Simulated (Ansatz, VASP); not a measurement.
BeS in VASP and in Ansatz

The input INCAR:

```
PREC = Accurate
ENCUT = 600
EDIFF = 1E-6
ISMEAR = 0
SIGMA = 0.1
LREAL = F
LASPH = T
NELM = 120
ALGO = Normal
ISIF = 2
LWAVE = F
LCHARG = F
GGA = PE
NBANDS = 11
GGA_COMPAT = F
```

Contents of KPOINTS:

```
regular mesh
0
Gamma
  6 6 6
```

The input POSCAR:

```
BeS
1.0
    0.0000000000      2.4170619807      2.4170619807
    2.4170619807      0.0000000000      2.4170619807
    2.4170619807      2.4170619807      0.0000000000
Be S
1 1
Direct
    0.0000000000      0.0000000000      0.0000000000
    0.5000000000      0.5000000000      0.5000000000
```

Input for Ansatz:

```yaml
crystal:
  lattice:
    - [0.0, 2.4170619807, 2.4170619807]
    - [2.4170619807, 0.0, 2.4170619807]
    - [2.4170619807, 2.4170619807, 0.0]
  atoms:
    - { symbol: Be, position: [0.0, 0.0, 0.0] }
    - { symbol: S, position: [0.5, 0.5, 0.5] }
basis:
  ecutwfc: 420
kpoints:
  mp_grid: { grid: [6, 6, 6] }
hamiltonian:
  xc: pbe
scf:
  occupations: { method: gaussian, width: 0.1 }
output:
  forces: true
  stress: true
  eigenvalues: true
```

Alike in both runs: task single point; functional PBE; k mesh 6 × 6 × 6; occupations gaussian, width 0.1 eV; no spin polarisation.

|  | VASP | Ansatz |
| --- | --- | --- |
| version | VASP 6.6.1 | Ansatz 0.2.0 |
| potentials or method | VASP PAW PBE potentials, release 64 (Be, S), cutoff 600 eV | scalar-relativistic, plane waves, PAW |
| valence electrons in the cell | 8 | 8 |

```tsv
	VASP	Ansatz	Ansatz less VASP
gap on the k mesh at the Fermi level (eV)	0.90	0.89	-0.004
least direct gap on the mesh (eV)	3.57	3.57	-0.004
pressure (GPa)	-10.8	-10.7	+0.04
```
